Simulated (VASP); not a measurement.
Crystal: HfO2.

```
Hf O
1.0
     0.00000    2.52918    2.52918
     2.50389    0.00000    2.52918
     2.50389    2.52918    0.00000
Hf O
1 2
Cartesian
  0.0000 0.0000 0.0000
  1.2519 1.2646 1.2646
  3.7558 3.7938 3.7938
```

This cell differs from its parent crystal: uniaxial x strain -1.0%.

Base run:

| Quantity | Value |
| --- | --- |
| Program | VASP 6.6.1 |
| Functional | PBE |
| Potentials or basis | VASP PAW PBE potentials, release 64 (Hf_pv, O) |
| Cutoff | 520 eV |
| k mesh | 8 × 8 × 8 |
| Occupations | fermi-dirac, width 0.02 eV |
| Spin | no spin polarisation |

Its results: band gap on the k mesh 3.77 eV; pressure 4.8 GPa.

Question: The run is repeated on the same cell with these changes: functional from PBE to r2SCAN; occupations from fermi-dirac, width 0.02 eV to gaussian, width 0.01 eV. What comes out?

Answer: Band gap on the k mesh 4.26 eV; pressure -1.3 GPa.

Caveats: spin-orbit coupling is left out, which moves the levels of the heavy elements; the cell stands under pressure (at least some runs); the PAW data sets were made with another functional, which shifts forces and pressure a little (at least some runs).

A k mesh can miss the band edges.
